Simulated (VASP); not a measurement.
# Pr2SbSe2 (P-3m1) in VASP: relaxation of cell and atoms with PBE

Aim: the relaxation of cell and atoms of Pr2SbSe2 with PBE.

All numbers are computed with VASP 6.6.1; they aren't measurements. Logs are shortened: lines on timing, memory, paths and dates and some standing lists are left out, and cuts for length are marked.

## 1. The cell of the first run

It takes space group P-3m1 (No. 164, trigonal). Conventional cell: a = 4.810 Å, b = 4.810 Å, c = 7.930 Å, α = 90.00°, β = 90.00°, γ = 120.00°. Pr (site symmetry 3m) has 4 Se at 2.93 to 3.10 Å and 3 Sb at 3.39 Å within 3.9 Å. Within 4.5 Å of Sb (site symmetry -3m) lie 6 Pr at 3.39 Å and 6 Se at 4.01 Å. Within 4.1 Å of Se (site symmetry 3m) lie 4 Pr at 2.93 to 3.10 Å and 3 Se at 3.52 Å and 3 Sb at 4.01 Å.

The cell was generated, and may not be a known phase.

## 2. Relaxation of cell and atoms, PBE

The input, INCAR:

```
SYSTEM = Pr2SbSe2
PREC     = Accurate       ! precision mode
ENCUT    = 500            ! plane-wave cutoff, eV
EDIFF    = 1E-7           ! SCF threshold, eV
ISMEAR   = 0              ! smearing method
SIGMA    = 0.1            ! smearing width, eV
LREAL    = .FALSE.        ! projectors in reciprocal space
LASPH    = .TRUE.         ! aspherical terms in the spheres
NELM     = 200            ! most SCF steps
ALGO     = Normal         ! electronic algorithm
ISIF     = 3              ! what is computed and relaxed
LWAVE    = .FALSE.        ! write WAVECAR
LCHARG   = .FALSE.        ! write CHGCAR
GGA      = PE             ! functional
IBRION   = 2              ! ionic algorithm
NSW      = 100            ! ionic steps
EDIFFG   = -0.01          ! ionic threshold
GGA_COMPAT= .FALSE.      
NELMIN   = 4            
LMAXMIX  = 6              ! l up to which the mixer works
```

The input, KPOINTS:

```
regular mesh
0
G
  12 12 6
  0 0 0
```

The input, POSCAR:

```
Pr2SbSe2
1.0
    4.8101602743      0.0000000000      0.0000000000
   -2.4050801371      4.1657209938      0.0000000000
    0.0000000000      0.0000000000      7.9297735749
Pr Sb Se
2 1 2
Direct
    0.3333333333      0.6666666667      0.2456691925
    0.6666666667      0.3333333333      0.7543308075
    0.0000000000      0.0000000000      0.0000000000
    0.6666666667      0.3333333333      0.3639871967
    0.3333333333      0.6666666667      0.6360128033
```

Potentials or basis: VASP PAW PBE potentials, release 64 (Pr_3, Sb, Se), 4f in core.

Command:

```bash
> cat potpaw_PBE.64/Pr_3/POTCAR potpaw_PBE.64/Sb/POTCAR potpaw_PBE.64/Se/POTCAR > POTCAR
> mpirun -np 1 vasp_std > vasp.out
```

OUTCAR:

```text
SYSTEM = Pr2SbSe2
   PREC = Accurate
   ENCUT = 500
   EDIFF = 1E-7
   ISMEAR = 0
   LREAL = .FALSE.
   LASPH = .TRUE.
   NELM = 200
   ISIF = 3
   GGA = PE
   IBRION = 2
   NSW = 100
   EDIFFG = -0.01
   NELMIN = 4

 ion  position               nearest neighbor table
   1  0.333  0.667  0.246-   4 2.93   4 2.93   4 2.93   5 3.10   3 3.39   3 3.39   3 3.39
   2  0.667  0.333  0.754-   5 2.93   5 2.93   5 2.93   4 3.10   3 3.39   3 3.39   3 3.39
   3  0.000  0.000  0.000-   1 3.39   2 3.39   1 3.39   2 3.39   2 3.39   1 3.39
   4  0.667  0.333  0.364-   1 2.93   1 2.93   1 2.93   2 3.10
   5  0.333  0.667  0.636-   2 2.93   2 2.93   2 2.93   1 3.10

  LATTYP: Found a hexagonal cell.
 ALAT       =     4.8101602743
 C/A-ratio  =     1.6485466435

  Lattice vectors:

 A1 = (   4.8101602743,   0.0000000000,   0.0000000000)
 A2 = (  -2.4050801371,   4.1657209938,   0.0000000000)
 A3 = (   0.0000000000,   0.0000000000,   7.9297735749)

Analysis of symmetry for initial positions (statically):
=====================================================================
 Subroutine PRICEL returns:
 Original cell was already a primitive cell.

 Routine SETGRP: Setting up the symmetry group for a
 hexagonal supercell.

 Subroutine GETGRP returns: Found 12 space group operations
 (whereof 12 operations were pure point group operations)
 out of a pool of 24 trial point group operations.

The static configuration has the point symmetry D_3d.

Analysis of symmetry for dynamics (positions and initial velocities):
=====================================================================
 Subroutine PRICEL returns:
 Original cell was already a primitive cell.

 Routine SETGRP: Setting up the symmetry group for a
 hexagonal supercell.

 Subroutine GETGRP returns: Found 12 space group operations
 (whereof 12 operations were pure point group operations)
 out of a pool of 24 trial point group operations.

The dynamic configuration has the point symmetry D_3d.

 Subroutine INISYM returns: Found 12 space group operations
 (whereof 12 operations are pure point group operations),
 and found     1 'primitive' translations

----------------------------------------------------------------------------------------

                                     Primitive cell

  volume of cell :     158.8951

  direct lattice vectors                    reciprocal lattice vectors
     4.810160274  0.000000000  0.000000000     0.207893281  0.120027242  0.000000000
    -2.405080137  4.165720994  0.000000000     0.000000000  0.240054483  0.000000000
     0.000000000  0.000000000  7.929773575     0.000000000  0.000000000  0.126107006

  length of vectors
     4.810160274  4.810160274  7.929773575     0.240054483  0.240054483  0.126107006

  position of ions in fractional coordinates (direct lattice)
     0.333333333  0.666666667  0.245669193
     0.666666667  0.333333333  0.754330807
     0.000000000  0.000000000  0.000000000
     0.666666667  0.333333333  0.363987197
     0.333333333  0.666666667  0.636012803

  ion indices of the primitive-cell ions
   primitive index   ion index
                 1           1
                 2           2
                 3           3
                 4           4
                 5           5

----------------------------------------------------------------------------------------

 KPOINTS: regular mesh

Automatic generation of k-mesh.
 Grid dimensions read from file:
 generate k-points for:   12   12    6

 Generating k-lattice:

  Cartesian coordinates                     Fractional coordinates (reciprocal lattice)
     0.017324440  0.010002270  0.000000000     0.083333333  0.000000000  0.000000000
     0.000000000  0.020004540  0.000000000     0.000000000  0.083333333  0.000000000
     0.000000000  0.000000000  0.021017834     0.000000000  0.000000000  0.166666667

  Length of vectors
     0.020004540  0.020004540  0.021017834

  Shift w.r.t. Gamma in fractional coordinates (k-lattice)
     0.000000000  0.000000000  0.000000000

 Subroutine IBZKPT returns following result:
 ===========================================

 Found    100 irreducible k-points:

 Following reciprocal coordinates:
            Coordinates               Weight
  0.000000  0.000000  0.000000      1.000000
  0.083333  0.000000  0.000000      6.000000
  0.166667  0.000000  0.000000      6.000000
  0.250000  0.000000  0.000000      6.000000
  0.333333  0.000000  0.000000      6.000000
  0.416667  0.000000  0.000000      6.000000
[... 16 lines left out ...]
  0.166667  0.000000  0.166667      6.000000
  0.000000  0.166667  0.166667      6.000000
 [... further k-points ...]
   k-points           NKPTS =    100   k-points in BZ     NKDIM =    100   number of bands    NBANDS=     23
   number of dos      NEDOS =    301   number of ions     NIONS =      5
   total plane-waves  NPLWV =  77760
   dimension x,y,z NGX =    36 NGY =   36 NGZ =   60
   dimension x,y,z NGXF=    72 NGYF=   72 NGZF=  120
   ions per type =               2   1   2
   NGX,Y,Z   is equivalent  to a cutoff of  12.44, 12.44, 12.58 a.u.
   NGXF,Y,Z  is equivalent  to a cutoff of  24.88, 24.88, 25.16 a.u.
 SYSTEM =  Pr2SbSe2
   PREC   = accura    normal or accurate (medium, high low for compatibility)
   ISTART =      0    job   : 0-new  1-cont  2-samecut
   ICHARG =      2    charge: 1-file 2-atom 10-const
   ISPIN  =      1    spin polarized calculation?
   LNONCOLLINEAR =      F non collinear calculations
   LSORBIT =      F    spin-orbit coupling
   LASPH  =      T    aspherical Exc in radial PAW
   ENCUT  =  500.0 eV  36.75 Ry    6.06 a.u.   8.77  8.77 14.46*2*pi/ulx,y,z
   NELM   =    200;   NELMIN=  4; NELMDL= -5     # of ELM steps
   EDIFF  = 0.1E-06   stopping-criterion for ELM
   LREAL  =      F    real-space projection
   EDIFFG = -.1E-01   stopping-criterion for IOM
   NSW    =    100    number of steps for IOM
   IBRION =      2    ionic relax: 0-MD 1-quasi-New 2-CG
   NFREE  =      1    steps in history (QN), initial steepest desc. (CG)
   ISIF   =      3    stress and relaxation
   ISYM   =      2    0-nonsym 1-usesym 2-fastsym
   POTIM  = 0.5000    time-step for ionic-motion
   TEBEG  =    0.0;   TEEND  =   0.0 temperature during run
   PSTRESS=    0.0 pullay stress
   NELECT =      39.0000    total number of electrons
   NUPDOWN=      -1.0000    fix difference up-down
   EMIN   =  10.00;   EMAX   =-10.00  energy-range for DOS
   EFERMI =   0.00;   METHOD = LEGACY
   ISMEAR =     0;   SIGMA  =   0.10  broadening in eV -4-tet -1-fermi 0-gaus
   EFERMI_NEDOS =   21; number of points for ismear=-14 and -15
   IALGO  =     38    algorithm
   IMIX   =      4    mixing-type and parameters
     AMIX     =   0.40;   BMIX     =  1.00
     AMIX_MAG =   1.60;   BMIX_MAG =  1.00
  volume/ion in A,a.u.               =      31.78       214.46
  Fermi-wavevector in a.u.,A,eV,Ry     =   1.025005  1.936980 14.294774  1.050636
  Thomas-Fermi vector in A             =   2.158823
   LORBIT       =      0    0 simple, 1 ext, 2 COOP (PROOUT), +10 PAW based schemes
   GGA     = PE    functional components
   LHFCALC =     F    Hartree Fock is set to
   AEXX    =    0.0000 exact exchange contribution
   IVDW    =     0    specifies the selected vdW correction
   LEPSILON=     F    determine dielectric tensor
   LRPA    =     F    only Hartree local field effects (RPA)
 conjugate gradient relaxation of ions
 non-spin polarized calculation
 Gauss-broadening in eV      SIGMA  =   0.10
  energy-cutoff  :      500.00
  volume of cell :      158.90
 maximum number of plane-waves:      4096
   NGX = 17   NGY = 17   NGZ = 29

--------------------------------------- Ionic step        1  -------------------------------------------

 number of electron      39.0000002 magnetization

 Free energy of the ion-electron system (eV)
  ---------------------------------------------------
  ext. energy  EPLUGINS =         0.00000000
  ---------------------------------------------------
  free energy    TOTEN  =       -27.41287097 eV

  energy without entropy =      -27.39844840  energy(sigma->0) =      -27.40565968

------------------------ aborting loop because EDIFF is reached ----------------------------------------

  FORCE on cell =-STRESS in cart. coord.  units (eV):
  Direction    XX          YY          ZZ          XY          YZ          ZX
  --------------------------------------------------------------------------------------
  -------------------------------------------------------------------------------------
  Total        0.0776368      0.0776368      0.0431566      0.0000000      0.0000000     -0.0000000
  in kB        0.7828301      0.7828301      0.4351581      0.0000000      0.0000000     -0.0000000
  external PRESSURE =       0.6669394 kB  Pullay stress =       0.0000000 kB

 VOLUME and BASIS-vectors are now :
 -----------------------------------------------------------------------------
  energy-cutoff  :      500.00
  volume of cell :      158.90
      direct lattice vectors                 reciprocal lattice vectors
     4.810160274  0.000000000  0.000000000     0.207893281  0.120027242  0.000000000
    -2.405080137  4.165720994  0.000000000     0.000000000  0.240054483  0.000000000
     0.000000000  0.000000000  7.929773575     0.000000000  0.000000000  0.126107006
[... 196 lines left out ...]
 POSITION                                       TOTAL-FORCE (eV/Angst)
 -----------------------------------------------------------------------------------
     -0.00000      2.78148      1.95505        -0.000000      0.000000      0.000044
      2.40883      1.39074      5.97266         0.000000     -0.000000     -0.000044
      2.40883      4.17222     -0.00000         0.000000      0.000000     -0.000000
      2.40883      1.39074      2.87560        -0.000000      0.000000      0.004051
     -0.00000      2.78148      5.05212         0.000000     -0.000000     -0.004051
 -----------------------------------------------------------------------------------
    total drift:                                0.000000      0.000000     -0.000000

  FREE ENERGIE OF THE ION-ELECTRON SYSTEM (eV)
  ---------------------------------------------------
  free  energy   TOTEN  =       -27.4134613547 eV

  energy  without entropy=      -27.3990167104  energy(sigma->0) =      -27.40623903

--------------------------------------- Ionic step        7  -------------------------------------------

 number of electron      39.0000002 magnetization

 Free energy of the ion-electron system (eV)
  ---------------------------------------------------
  ext. energy  EPLUGINS =         0.00000000
  ---------------------------------------------------
  free energy    TOTEN  =       -27.41348696 eV

  energy without entropy =      -27.39902781  energy(sigma->0) =      -27.40625738

 E-fermi :   3.1821     XC(G=0):  -9.1405

 val. band max:        3.1746177824   @ k =   0.1667   0.1667   0.5000
 cond. band min:       3.1848134651   @ k =  -0.0833   0.2500   0.1667
 fundamental gap:      0.0101956827
 Fermi energy:         3.1820597500

 k-point     1 :       0.0000    0.0000    0.0000
  band No.  band energies     occupation
      1     -32.9693      2.00000
      2     -32.9642      2.00000
      3     -15.0507      2.00000
      4     -14.9084      2.00000
      5     -14.9084      2.00000
      6     -14.8937      2.00000
[... 15 lines left out ...]
     22       4.9092      0.00000
     23       5.4382      0.00000
[... 575 lines left out ...]
      1     -32.9676      2.00000
      2     -32.9637      2.00000
      3     -15.0350      2.00000
      4     -14.9526      2.00000
      5     -14.9298      2.00000
      6     -14.9150      2.00000
[... 15 lines left out ...]
     22       5.5213      0.00000
     23       5.7156      0.00000

 [... further k-points ...]
[... 5 lines left out ...]
  --------------------------------------------------------------------------------------
  -------------------------------------------------------------------------------------
  Total        0.0174811      0.0174811     -0.0322193      0.0000000     -0.0000000      0.0000000
  in kB        0.1758536      0.1758536     -0.3241149      0.0000000     -0.0000000      0.0000000
  external PRESSURE =       0.0091974 kB  Pullay stress =       0.0000000 kB

 VOLUME and BASIS-vectors are now :
 -----------------------------------------------------------------------------
  energy-cutoff  :      500.00
  volume of cell :      159.27
      direct lattice vectors                 reciprocal lattice vectors
     4.817589878  0.000000000 -0.000000000     0.207572671  0.119842138  0.000000000
    -2.408794939  4.172155219  0.000000000    -0.000000000  0.239684275 -0.000000000
    -0.000000000  0.000000000  7.923865430     0.000000000 -0.000000000  0.126201033

 POSITION                                       TOTAL-FORCE (eV/Angst)
 -----------------------------------------------------------------------------------
     -0.00000      2.78144      1.95404         0.000000     -0.000000     -0.001467
      2.40879      1.39072      5.96983        -0.000000      0.000000      0.001467
     -0.00000      0.00000      7.92387        -0.000000     -0.000000      0.000000
      2.40879      1.39072      2.87444        -0.000000      0.000000      0.001664
     -0.00000      2.78144      5.04942         0.000000     -0.000000     -0.001664
 -----------------------------------------------------------------------------------
    total drift:                               -0.000000      0.000000      0.000000

  FREE ENERGIE OF THE ION-ELECTRON SYSTEM (eV)
  ---------------------------------------------------
  free  energy   TOTEN  =       -27.4134869612 eV

  energy  without entropy=      -27.3990278080  energy(sigma->0) =      -27.40625738

 reached required accuracy - stopping structural energy minimisation
```

Run time: 23 min. Hardware: 1 thread of Intel Xeon Platinum 8488C (Sapphire Rapids), shared host; peak memory 0.56 GiB.

What came out:

```
Free energy                           : -27.4135 eV
Relaxed volume                        : 31.85 Å³/atom
Relaxed cell                          : a = 4.818 Å, b = 4.818 Å, c = 7.924 Å, α = 90.00°, β = 90.00°, γ = 120.00°
Space group after relaxing (to 0.1 Å) : P-3m1 (No. 164)
Energy gained by relaxing             : 0.1 meV/atom
Ionic steps                           : 7
Pressure after relaxing               : 0.0 GPa
Band gap on the k mesh                : zero (an odd number of electrons rules out a gap without spin polarisation)
```

The path:
```
step  energy change (eV)  largest force (eV/Å)  pressure (GPa)  volume (Å³)
   1              0.0000                0.0344            0.07       158.90
   2             -0.0002                0.0299           -0.03       159.20
   3             -0.0002                0.0269           -0.09       159.40
   4             -0.0004                0.0206           -0.07       159.39
   5             -0.0006                0.0046           -0.03       159.36
   6             -0.0006                0.0041           -0.02       159.35
   7             -0.0006                0.0017            0.00       159.27
```

Final structure:
```yaml
crystal:
  lattice:
    - [4.81759, 0.00000, 0.00000]
    - [-2.40879, 4.17216, 0.00000]
    - [0.00000, 0.00000, 7.92387]
  atoms:
    - { symbol: Pr, position: [0.33333, 0.66667, 0.24660] }
    - { symbol: Pr, position: [0.66667, 0.33333, 0.75340] }
    - { symbol: Sb, position: [0.00000, 0.00000, 0.00000] }
    - { symbol: Se, position: [0.66667, 0.33333, 0.36276] }
    - { symbol: Se, position: [0.33333, 0.66667, 0.63724] }
```

Caveat: spin-orbit coupling is left out, which moves the levels of the heavy elements; the 4f electrons are frozen in the core, so they carry no moment and show no levels; the run has no spin polarisation, though such a crystal can be magnetic. Spin polarisation is off, so any magnetic state and its effect on volume and gap are missing.
